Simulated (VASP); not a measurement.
Write the native input for VASP 6.6.1 that does the following.

```
Task                   : single point
Functional             : PBE
Potentials or basis    : VASP PAW PBE potentials, release 64 (Co)
Cutoff                 : 520 eV
k mesh                 : 11 × 11 × 6
Occupations            : fermi-dirac, width 0.05 eV
Spin                   : collinear spin, ferromagnetic start
Starting moments       : [1.71, 1.71] μB
Fixed moment           : 3.42 μB
Dipole correction      : no
Further INCAR settings : ALGO = Normal; EDIFF = 1e-06; NBANDS = 20
```

The structure of Co lies in POSCAR:

```
Co
1.0
    2.5053999800      0.0000000000      0.0000000000
   -1.2526999900      2.1697400300      0.0000000000
    0.0000000000      0.0000000000      4.0893000000
Co
2
Direct
    0.3333333300      0.6666666700      0.2500000000
    0.6666666700      0.3333333300      0.7500000000
```

The input as run:

INCAR

```
ALGO = Normal
EDIFF = 1E-6
ENCUT = 520
GGA = PE
ISIF = 2
ISMEAR = -1
ISPIN = 2
LASPH = True
LCHARG = False
LMAXMIX = 4
LORBIT = 11
LREAL = False
LWAVE = False
MAGMOM = 1.71 1.71
NBANDS = 20
NELM = 150
NUPDOWN = 3.42
PREC = Accurate
SIGMA = 0.05
```

KPOINTS

```
k-points
0
Gamma
  11 11 6
```

Potentials or basis: VASP PAW PBE potentials, release 64 (Co).

Launch:

```console
$ cat potpaw_PBE.64/Co/POTCAR > POTCAR
$ mpirun -np 1 vasp_std > vasp.out
```

It gave:

The pressure is -3.7 GPa, the net moment is 3.42 μB per cell and the site moments are Co +1.73 μB. The valence electrons inside the program's atomic spheres are Co 8.22.

Caveat: the cell stands under tension; the total moment is fixed, so each spin has its own Fermi level.

Wall time 54 s on 1 thread of Intel Xeon 8259CL (shared host), peak memory 0.17 GiB.
